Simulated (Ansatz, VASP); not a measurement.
## One calculation of Si3N4, two programs

```xyz
14
Lattice="-3.2211 3.2211 3.2211 3.2211 -3.2211 3.2211 3.2211 3.2211 -3.2211" Properties=species:S:1:pos:R:3 pbc="T T T"
Si    2.4158    3.2211   -1.6105
Si   -1.6105    2.4158    3.2211
Si    0.8053    3.2211    1.6105
Si    1.6105    0.8053    3.2211
Si    3.2211   -1.6105    2.4158
Si    3.2211    1.6105    0.8053
N     1.8117    1.8117    1.8117
N     0.2011   -0.2011    3.0200
N     1.4094    4.6305   -1.4094
N     3.0200    0.2011   -0.2011
N    -1.4094    1.4094    4.6305
N     0.2011    0.2011    0.2011
N     4.6305   -1.4094    1.4094
N    -0.2011    3.0200    0.2011
```

Alike in both runs: functional r2SCAN; k mesh 6 × 6 × 6; occupations fermi-dirac, width 0.02 eV; no spin polarisation.

Ansatz relaxed the structure, and its values are those at the end. VASP's run is a single point on that final structure, the one shown.

```csv
,VASP,Ansatz
version,VASP 6.6.1,Ansatz 0.2.0
potentials or method,"VASP PAW PBE potentials, release 64 (Si, N), cutoff 520 eV",PAW plane waves
valence electrons in the cell,64,64
```

Ansatz gave:

```
gap on the k mesh at the Fermi level (eV) : 4.75
pressure (GPa)                            : 0.0
```

Task: Estimate VASP's values.

Result: gap on the k mesh at the Fermi level (eV): 4.75; pressure (GPa): -0.1.

VASP's potentials were made for PBE, not for r2SCAN. The functional is the same, so the differences come from potentials, cutoffs and numerics.
